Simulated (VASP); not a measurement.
Here is a VASP 6.6.1 calculation.

File POSCAR:

```
Ir
1.0
    2.7513778946      0.0000000000      0.0000000000
   -1.3756889473      2.3827631521      0.0000000000
    0.0000000000      0.0000000000      4.4622900000
Ir
2
Direct
    0.6666666667      0.3333333333      0.7500000000
    0.3333333333      0.6666666667      0.2500000000
```

Contents of INCAR.step1:

```
  PREC = Accurate
  ENCUT = 620
  ISMEAR = -1
  SIGMA = 0.08
  LREAL = F
  LASPH = T
  NELM = 120
  NBANDS = 24
  GGA = PE
  ALGO = Normal
  EDIFF = 1E-5
  LWAVE = T
  LCHARG = F
  GGA_COMPAT = F
```

The input INCAR.step2:

```
  PREC = Accurate
  ENCUT = 620
  EDIFF = 1E-6
  ISMEAR = -1
  SIGMA = 0.08
  LREAL = F
  LASPH = T
  NELM = 120
  ALGO = Normal
  ISIF = 2
  LWAVE = F
  LCHARG = F
  METAGGA = R2SCAN
  LMIXTAU = T
  NBANDS = 24
  ISTART = 1
  GGA_COMPAT = F
```

File KPOINTS:

```
regular mesh
0
Gamma
  14 14 8
```

Potentials or basis: VASP PAW PBE potentials, release 64 (Ir_sv_GW).

Launch:

```bash
$ cat potpaw_PBE.64/Ir_sv_GW/POTCAR > POTCAR
$ cp INCAR.step1 INCAR
$ mpirun -np 1 vasp_std > vasp.out
$ cp INCAR.step2 INCAR
$ mpirun -np 1 vasp_std > vasp.out
```

Problem. Estimate the pressure.

Solution. -11.2 GPa.

Problem. Estimate the band gap on the k mesh.

Solution. Zero (bands 17 and 18 overlap by 3.28 eV).

Stress tensor (GPa, compression positive):
```
-10.99   0.00   0.00
  0.00 -10.99   0.00
  0.00   0.00 -11.75
```

Caveat: the cell stands under tension; the PAW data sets were made with another functional, which shifts forces and pressure a little; spin-orbit coupling is left out, which moves the levels of the heavy elements.
